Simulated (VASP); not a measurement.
W, 1 atom in the cell. The structure is cubic, space group Im-3m (No. 229). The conventional cell has a = 3.168 Å, b = 3.168 Å, c = 3.168 Å, α = 90.00°, β = 90.00°, γ = 90.00°. W (site symmetry m-3m) has 14 W at 2.74 to 3.17 Å within 3.6 Å. 

```yaml
Program: VASP 6.6.1
Task: single point
Functional: r2SCAN
Potentials_or_basis: VASP PAW PBE potentials, release 64 (W_sv)
Cutoff: 520 eV
k_mesh: 18 × 18 × 18
Occupations: gaussian, width 0.1 eV
Spin: no spin polarisation
Dipole_correction: no
Further_INCAR_settings: ALGO = Normal; EDIFF = 1e-07; NBANDS = 13
```

Potentials or basis: VASP PAW PBE potentials, release 64 (W_sv).

The run is started by

```sh
$ cat potpaw_PBE.64/W_sv/POTCAR > POTCAR
$ cp INCAR.step1 INCAR
$ mpirun -np 1 vasp_std > vasp.out
$ cp INCAR.step2 INCAR
$ mpirun -np 1 vasp_std > vasp.out
```

Hardware: 1 thread of Intel(R) Xeon(R) Platinum 8488C (Sapphire Rapids) (shared host).

Task: Estimate the wall time of this run.

Result: Run time: 74 s on 1 thread of Intel(R) Xeon(R) Platinum 8488C (Sapphire Rapids) (shared host), peak memory 0.15 GiB. Counts: k points 195.
